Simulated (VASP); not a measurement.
# Tl12H (a cell with a defect) in VASP: further runs

Tl12H (a cell with a defect) is run at these levels: PBEsol; tasks: single point.

Everything below comes from runs of VASP 6.6.1. Logs are shortened: lines on timing, memory, paths and dates and some standing lists are left out, and cuts for length are marked.

### Step 1. The cell of the first run

The cell holds a defect, 13 atoms: a = 6.920 Å, b = 10.380 Å, c = 5.533 Å, α = 90.00°, β = 90.00°, γ = 120.00°.

### Step 2. Single point, PBEsol

Contents of INCAR:

```
PREC = Accurate
ENCUT = 520
EDIFF = 1E-7
ISMEAR = -1
SIGMA = 0.15
LREAL = F
LASPH = T
NELM = 80
ALGO = Normal
ISIF = 2
LWAVE = F
LCHARG = T
GGA = PS
LELF = T
LVHAR = T
NBANDS = 90
```

Contents of KPOINTS:

```
Automatic mesh
0
Gamma
  3 2 3
```

Contents of POSCAR:

```
Tl12H
1.0
    6.9200000000      0.0000000000      0.0000000000
   -5.1900000000      8.9893440000      0.0000000000
    0.0000000000      0.0000000000      5.5325400000
Tl H
12 1
Direct
   -0.0281547487      0.0039824930     -0.0241661154
    0.1445806014      0.2237760620      0.4655727749
    0.0106273770      0.2962507609     -0.0109714525
    0.1881928269      0.5854709754      0.5436381843
    0.0501669864      0.6204345946      0.0637681788
    0.1404212034      0.8912552462      0.4715013357
    0.4252127968     -0.0472114539      0.0023135847
    0.6255754414      0.2116728429      0.4340140333
    0.5328904216      0.3690369397      0.0372523289
    0.6943022706      0.5855822182      0.5266477965
    0.5721319337      0.7008965282     -0.0199546682
    0.6437883414      0.8934133570      0.5201589144
    0.5811467781      0.2006041820      0.8689137358
```

Potentials or basis: VASP PAW PBE potentials, release 64 (Tl_d, H).

Run with:

```sh
$ cat potpaw_PBE.64/Tl_d/POTCAR potpaw_PBE.64/H/POTCAR > POTCAR
$ mpirun -np 1 vasp_std > vasp.out
```

OUTCAR:

```text
PREC = Accurate
   ENCUT = 520
   EDIFF = 1E-7
   ISMEAR = -1
   LREAL = F
   LASPH = T
   NELM = 80
   ISIF = 2
   GGA = PS

 ion  position               nearest neighbor table
   1  0.972  0.004  0.976-   3 2.91  11 2.97  12 3.20   2 3.35   6 3.41   7 3.44   2 3.45   6 3.45
                             7 3.55  12 3.60   9 3.85
   2  0.145  0.224  0.466-   3 3.01   3 3.24   9 3.33   1 3.35   8 3.40   6 3.44   1 3.45  12 3.46
                             8 3.53   4 3.64  10 3.80   9 3.93
   3  0.011  0.296  0.989-   1 2.91   2 3.01   2 3.24   5 3.26   9 3.31   8 3.40   4 3.59   9 3.75
                             7 3.83   8 3.87   4 4.03  11 4.05
   4  0.188  0.585  0.544-   5 2.91   5 3.11  12 3.18  11 3.34   6 3.38  10 3.42  10 3.50   3 3.59
                             2 3.64  11 3.88   8 3.93   3 4.03
   5  0.050  0.620  0.064-   4 2.91   4 3.11   7 3.13   9 3.21   3 3.26  11 3.31   6 3.41  10 3.44
                            10 3.76  11 3.82
   6  0.140  0.891  0.472-   7 3.13  10 3.15   8 3.35   4 3.38   1 3.41   5 3.41   7 3.41   2 3.44
                             1 3.45  12 3.46  12 3.48
   7  0.425  0.953  0.002-  13 2.36   6 3.13   5 3.13  11 3.25  12 3.27   8 3.33   6 3.41  12 3.44
                             1 3.44   1 3.55   3 3.83   8 3.91   9 4.01
   8  0.626  0.212  0.434-  13 2.42   9 2.99   7 3.33   6 3.35   2 3.40  12 3.40   3 3.40   2 3.53
                            10 3.70   3 3.87   9 3.91   7 3.91   4 3.93
   9  0.533  0.369  0.037-  13 2.15   8 2.99   5 3.21   3 3.31   2 3.33  11 3.33  10 3.33  10 3.43
                             3 3.75   1 3.85   8 3.91   2 3.93   7 4.01
  10  0.694  0.586  0.527-  11 3.07   6 3.15   9 3.33  12 3.38   4 3.42   9 3.43   5 3.44   4 3.50
                            11 3.51   8 3.70   5 3.76   2 3.80
  11  0.572  0.701  0.980-   1 2.97  10 3.07  12 3.12   7 3.25   5 3.31   9 3.33   4 3.34  12 3.49
                            10 3.51   5 3.82   4 3.88   3 4.05
  12  0.644  0.893  0.520-  11 3.12   4 3.18   1 3.20   7 3.27  10 3.38   8 3.40   7 3.44   6 3.46
                             2 3.46   6 3.48  11 3.49   1 3.60
  13  0.581  0.201  0.869-   9 2.15   7 2.36   8 2.42

  LATTYP: Found a simple monoclinic cell.
 ALAT       =     6.9200000000
 B/A-ratio  =     0.7995000000
 C/A-ratio  =     1.3228756993
 COS(beta)  =    -0.1889822302

  Lattice vectors:

 A1 = (   6.9200000000,   0.0000000000,   0.0000000000)
 A2 = (   0.0000000000,   0.0000000000,   5.5325400000)
 A3 = (  -1.7300000000,  -8.9893440000,   0.0000000000)

Analysis of symmetry for initial positions (statically):
=====================================================================
 Subroutine PRICEL returns:
 Original cell was already a primitive cell.

 Routine SETGRP: Setting up the symmetry group for a
 simple monoclinic supercell.

 Subroutine GETGRP returns: Found  1 space group operations
 (whereof  1 operations were pure point group operations)
 out of a pool of  4 trial point group operations.

The static configuration has the point symmetry C_1 .

Analysis of symmetry for dynamics (positions and initial velocities):
=====================================================================
 Subroutine PRICEL returns:
 Original cell was already a primitive cell.

 Routine SETGRP: Setting up the symmetry group for a
 simple monoclinic supercell.

 Subroutine GETGRP returns: Found  1 space group operations
 (whereof  1 operations were pure point group operations)
 out of a pool of  4 trial point group operations.

The dynamic configuration has the point symmetry C_1 .

 Subroutine INISYM returns: Found  1 space group operations
 (whereof  1 operations are pure point group operations),
 and found     1 'primitive' translations

----------------------------------------------------------------------------------------

                                     Primitive cell

  volume of cell :     344.1586

  direct lattice vectors                    reciprocal lattice vectors
     6.920000000  0.000000000  0.000000000     0.144508671  0.083432117  0.000000000
    -5.190000000  8.989344000  0.000000000     0.000000000  0.111242823  0.000000000
     0.000000000  0.000000000  5.532540000     0.000000000  0.000000000  0.180748806

  length of vectors
     6.920000000 10.380000267  5.532540000     0.166864238  0.111242823  0.180748806
[... 68 lines left out ...]
|     Results are often still useful ...                                      |
|                                                                             |
 -----------------------------------------------------------------------------

 Subroutine IBZKPT returns following result:
 ===========================================

 Found     10 irreducible k-points:

 Following reciprocal coordinates:
            Coordinates               Weight
  0.000000  0.000000  0.000000      1.000000
  0.333333  0.000000  0.000000      2.000000
  0.000000  0.500000  0.000000      1.000000
  0.333333  0.500000  0.000000      2.000000
  0.000000  0.000000  0.333333      2.000000
  0.333333  0.000000  0.333333      2.000000
 -0.333333  0.000000  0.333333      2.000000
  0.000000  0.500000  0.333333      2.000000
  0.333333  0.500000  0.333333      2.000000
 -0.333333  0.500000  0.333333      2.000000
   k-points           NKPTS =     10   k-points in BZ     NKDIM =     10   number of bands    NBANDS=     90
   number of dos      NEDOS =    301   number of ions     NIONS =     13
   total plane-waves  NPLWV = 181440
   dimension x,y,z NGX =    54 NGY =   80 NGZ =   42
   dimension x,y,z NGXF=   108 NGYF=  160 NGZF=   84
   ions per type =              12   1
   NGX,Y,Z   is equivalent  to a cutoff of  12.97, 12.81, 12.62 a.u.
   NGXF,Y,Z  is equivalent  to a cutoff of  25.95, 25.63, 25.24 a.u.
 SYSTEM =  unknown system
   PREC   = accura    normal or accurate (medium, high low for compatibility)
   ISTART =      0    job   : 0-new  1-cont  2-samecut
   ICHARG =      2    charge: 1-file 2-atom 10-const
   ISPIN  =      1    spin polarized calculation?
   LNONCOLLINEAR =      F non collinear calculations
   LSORBIT =      F    spin-orbit coupling
   LASPH  =      T    aspherical Exc in radial PAW
   ENCUT  =  520.0 eV  38.22 Ry    6.18 a.u.  12.87 19.30 10.29*2*pi/ulx,y,z
   NELM   =     80;   NELMIN=  2; NELMDL= -5     # of ELM steps
   EDIFF  = 0.1E-06   stopping-criterion for ELM
   LREAL  =      F    real-space projection
   EDIFFG = 0.1E-05   stopping-criterion for IOM
   NSW    =      0    number of steps for IOM
   IBRION =     -1    ionic relax: 0-MD 1-quasi-New 2-CG
   NFREE  =      0    steps in history (QN), initial steepest desc. (CG)
   ISIF   =      2    stress and relaxation
   ISYM   =      2    0-nonsym 1-usesym 2-fastsym
   POTIM  = 0.5000    time-step for ionic-motion
   TEBEG  =    0.0;   TEEND  =   0.0 temperature during run
   PSTRESS=    0.0 pullay stress
   NELECT =     157.0000    total number of electrons
   NUPDOWN=      -1.0000    fix difference up-down
   EMIN   =  10.00;   EMAX   =-10.00  energy-range for DOS
   EFERMI =   0.00;   METHOD = LEGACY
   ISMEAR =    -1;   SIGMA  =   0.15  broadening in eV -4-tet -1-fermi 0-gaus
   EFERMI_NEDOS =   21; number of points for ismear=-14 and -15
   IALGO  =     38    algorithm
   IMIX   =      4    mixing-type and parameters
     AMIX     =   0.40;   BMIX     =  1.00
     AMIX_MAG =   1.60;   BMIX_MAG =  1.00
  volume/ion in A,a.u.               =      26.47       178.65
  Fermi-wavevector in a.u.,A,eV,Ry     =   1.260246  2.381519 21.609028  1.588219
  Thomas-Fermi vector in A             =   2.393765
   LORBIT       =      0    0 simple, 1 ext, 2 COOP (PROOUT), +10 PAW based schemes
   GGA     = PS    functional components
   LHFCALC =     F    Hartree Fock is set to
   AEXX    =    0.0000 exact exchange contribution
   IVDW    =     0    specifies the selected vdW correction
   LEPSILON=     F    determine dielectric tensor
   LRPA    =     F    only Hartree local field effects (RPA)
 non-spin polarized calculation
  energy-cutoff  :      520.00
  volume of cell :      344.16
 maximum number of plane-waves:      9300
 NGX is ok and might be reduce to    54
   NGX = 25   NGY = 39   NGZ = 21

 number of electron     157.0000008 magnetization

 Free energy of the ion-electron system (eV)
  ---------------------------------------------------
  ext. energy  EPLUGINS =         0.00000000
  ---------------------------------------------------
  free energy    TOTEN  =       -33.15276101 eV

  energy without entropy =      -32.73358226  energy(sigma->0) =      -32.94317163

 E-fermi :   6.4333     XC(G=0): -10.3640

 val. band max:        6.4318475861   @ k =   0.3333   0.5000   0.3333
 cond. band min:       6.4435837905   @ k =   0.0000   0.5000   0.0000
 fundamental gap:      0.0117362044
 Fermi energy:         6.4333497726

 k-point     1 :       0.0000    0.0000    0.0000
  band No.  band energies     occupation
      1      -5.7113      2.00000
      2      -5.6758      2.00000
      3      -5.6380      2.00000
      4      -5.5666      2.00000
      5      -5.5487      2.00000
      6      -5.5393      2.00000
[... 919 lines left out ...]
     89       9.6639      0.00000
     90       9.9078      0.00000

------------------------ aborting loop because EDIFF is reached ----------------------------------------

  FORCE on cell =-STRESS in cart. coord.  units (eV):
  Direction    XX          YY          ZZ          XY          YZ          ZX
  --------------------------------------------------------------------------------------
  -------------------------------------------------------------------------------------
  Total        4.8652630      6.8513771      3.4093097     -0.4084613     -0.6389858      0.6864065
  in kB       22.6494806     31.8955279     15.8715148     -1.9015284     -2.9746998      3.1954595
  external PRESSURE =      23.4721745 kB  Pullay stress =       0.0000000 kB

 VOLUME and BASIS-vectors are now :
 -----------------------------------------------------------------------------
  energy-cutoff  :      520.00
  volume of cell :      344.16
      direct lattice vectors                 reciprocal lattice vectors
     6.920000000  0.000000000  0.000000000     0.144508671  0.083432117  0.000000000
    -5.190000000  8.989344000  0.000000000     0.000000000  0.111242823  0.000000000
     0.000000000  0.000000000  5.532540000     0.000000000  0.000000000  0.180748806

 POSITION                                       TOTAL-FORCE (eV/Angst)
 -----------------------------------------------------------------------------------
      6.70450      0.03580      5.39884         0.769964     -0.110942      0.124841
     -0.16090      2.01160      2.57580         0.107172      0.039190      0.540686
     -1.46400      2.66310      5.47184        -0.615356      0.835291     -0.468954
     -1.73630      5.26300      3.00770         0.238080     -0.572040      0.314767
     -2.87290      5.57730      0.35280        -0.524634     -0.149180     -0.478472
     -3.65390      8.01180      2.60860        -0.261758      0.223928      0.241018
     -2.00250      8.56494      0.01280        -0.032155      0.585068     -0.372516
      3.23040      1.90280      2.40120         0.380609     -0.047758      0.794696
      1.77230      3.31740      0.20610        -0.213468      0.063920     -0.683031
      1.76540      5.26400      2.91370         0.062067     -0.437261     -0.128976
      0.32150      6.30060      5.42214        -0.013163     -0.739547      0.677129
     -0.18180      8.03120      2.87780         0.047589      0.376575     -0.552032
      2.98040      1.80330      4.80730         0.055052     -0.067243     -0.009156
 -----------------------------------------------------------------------------------
    total drift:                               -0.000057      0.000120     -0.000547

  FREE ENERGIE OF THE ION-ELECTRON SYSTEM (eV)
  ---------------------------------------------------
  free  energy   TOTEN  =       -33.1527610075 eV

  energy  without entropy=      -32.7335822600  energy(sigma->0) =      -32.94317163
```

Wall time 5.6 min (1 thread of Intel Xeon 8259CL, shared host); peak memory 0.53 GiB.

What came out:

- Free energy: -33.1528 eV
- Pressure: 2.3 GPa
- Largest force: 1.139 eV/Å
- Band gap on the k mesh: zero (an odd number of electrons rules out a gap without spin polarisation)

Forces on the atoms (eV/Å):
```
Tl   0.770 -0.111  0.125
Tl   0.107  0.039  0.541
Tl  -0.615  0.835 -0.469
Tl   0.238 -0.572  0.315
Tl  -0.525 -0.149 -0.478
Tl  -0.262  0.224  0.241
Tl  -0.032  0.585 -0.373
Tl   0.381 -0.048  0.795
Tl  -0.213  0.064 -0.683
Tl   0.062 -0.437 -0.129
Tl  -0.013 -0.740  0.677
Tl   0.048  0.377 -0.552
H    0.055 -0.067 -0.009
```

Stress tensor (GPa, compression positive):
```
 2.26 -0.19  0.32
-0.19  3.19 -0.30
 0.32 -0.30  1.59
```

Caveat: the k points lie up to 0.38 Å⁻¹ apart, too coarse for converged energies and pressures of a metal; the atoms stand as in a frame of molecular dynamics; the PAW data sets were made with another functional, which shifts forces and pressure a little; spin-orbit coupling is left out, which moves the levels of the heavy elements.

### Step 3. Single point, PBEsol

Contents of INCAR:

```
SYSTEM = Tl12H
PREC = Accurate
ENCUT = 520
EDIFF = 1E-6
ISMEAR = -1
SIGMA = 0.15
LREAL = .FALSE.
LASPH = .TRUE.
NELM = 60
ALGO = Normal
ISIF = 2
LWAVE = .FALSE.
LCHARG = .TRUE.
GGA = PS
LELF = .TRUE.
LVHAR = .TRUE.
NBANDS = 90
```

Contents of KPOINTS:

```
regular mesh
0
G
  3 2 3
  0 0 0
```

Contents of POSCAR:

```
Tl12H
1.0
    6.9200000000      0.0000000000      0.0000000000
   -5.1900000000      8.9893440000      0.0000000000
    0.0000000000      0.0000000000      5.5325400000
Tl H
12 1
Direct
   -0.0439909529      0.0004783441     -0.0112606506
    0.1850016482      0.2433547987      0.4929381441
    0.0025663840      0.3089324427     -0.0311972439
    0.1686082509      0.5648688047      0.5411980754
    0.0499317688      0.6022018959      0.0562851782
    0.1568497555      0.9025241441      0.4630422916
    0.4336295898     -0.0326942656      0.0087663171
    0.6229128448      0.2101265676      0.4805749258
    0.5524625157      0.3941889419      0.0342157490
    0.6767678575      0.5706423072      0.4938418882
    0.5428536490      0.6763674858     -0.0466693417
    0.6538007172      0.8936803397      0.5280757121
    0.2568816516      0.1847632041      0.8551587517
```

Potentials or basis: VASP PAW PBE potentials, release 64 (Tl_d, H).

Run with:

```sh
$ cat potpaw_PBE.64/Tl_d/POTCAR potpaw_PBE.64/H/POTCAR > POTCAR
$ mpirun -np 1 vasp_std > vasp.out
```

Run time: 5.6 min. Hardware: 1 thread of Intel Xeon 8259CL, shared host; peak memory 0.53 GiB.

It converged, with:

| Item | Value |
| --- | --- |
| Free energy | -32.9430 eV |
| Pressure | 2.7 GPa |
| Largest force | 1.194 eV/Å |
| Band gap on the k mesh | zero (an odd number of electrons rules out a gap without spin polarisation) |

Forces on the atoms (eV/Å):
```
Tl   0.489 -0.169  0.351
Tl  -0.169 -0.128 -0.260
Tl  -0.352 -0.375  0.223
Tl   0.098 -0.145 -0.033
Tl  -0.554  1.042 -0.180
Tl  -0.349 -0.280  0.395
Tl   0.059  0.248 -0.388
Tl   0.447  0.222  0.136
Tl   0.073 -1.067 -0.524
Tl   0.149  0.249  0.240
Tl  -0.005  0.179  0.626
Tl  -0.111  0.229 -0.658
H    0.225 -0.005  0.072
```

Stress tensor (GPa, compression positive):
```
 2.85 -0.46 -0.32
-0.46  3.22  0.24
-0.32  0.24  1.94
```

Levels at points of the mesh, in eV from the Fermi level:
| k point | band 75 | band 76 | band 77 | band 78 | band 79 | band 80 | band 81 | band 82 |
| --- | --- | --- | --- | --- | --- | --- | --- | --- |
| (0.00, 0.00, 0.00) | -1.11 | -0.93 | -0.70 | -0.61 | -0.20 | 0.14 | 0.34 | 0.55 |
| (0.00, 0.50, 0.00) | -1.41 | -1.20 | -0.79 | -0.30 | 0.09 | 0.24 | 0.46 | 0.64 |

Caveat: the k points lie up to 0.38 Å⁻¹ apart, too coarse for converged energies and pressures of a metal; the atoms stand as in a frame of molecular dynamics; the PAW data sets were made with another functional, which shifts forces and pressure a little; spin-orbit coupling is left out, which moves the levels of the heavy elements.

The gap in the log of VASP goes by the Fermi energy; the results here count the filled bands.